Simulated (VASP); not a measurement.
# Co: single point with RPBE

Co:

```xyz
1
Lattice="0.0000 1.7657 1.7657 1.7657 0.0000 1.7657 1.7657 1.7657 0.0000" Properties=species:S:1:pos:R:3 pbc="T T T"
Co    0.0000    0.0000    0.0000
```

This cell differs from its parent crystal: volume scaled by 1.04.

```
Program                : VASP 6.6.1
Task                   : single point
Functional             : RPBE
Potentials or basis    : VASP PAW PBE potentials, release 64 (Co)
Cutoff                 : 600 eV
k mesh                 : 17 × 17 × 17
Occupations            : fermi-dirac, width 0.1 eV
Spin                   : no spin polarisation
Dipole correction      : no
Further INCAR settings : ALGO = Normal; EDIFF = 1e-06; NBANDS = 10
```

```json
{
  "Pressure": "-8.6 GPa"
}
```

Levels at points of the mesh, in eV from the Fermi level:
| k point | band 1 | band 2 | band 3 | band 4 | band 5 | band 6 | band 7 | band 8 |
| --- | --- | --- | --- | --- | --- | --- | --- | --- |
| (0.00, 0.00, 0.00) | -8.65 | -1.72 | -1.72 | -1.72 | -0.51 | -0.51 | 22.98 | 27.53 |

It took 28 s on 1 thread of Intel Xeon 8259CL (shared host), peak memory 0.14 GiB.

Caveat: the PAW data sets were made with another functional, which shifts forces and pressure a little; the run has no spin polarisation, though such a crystal can be magnetic. Spin polarisation is off, so any magnetic state and its effect on volume and gap are missing.
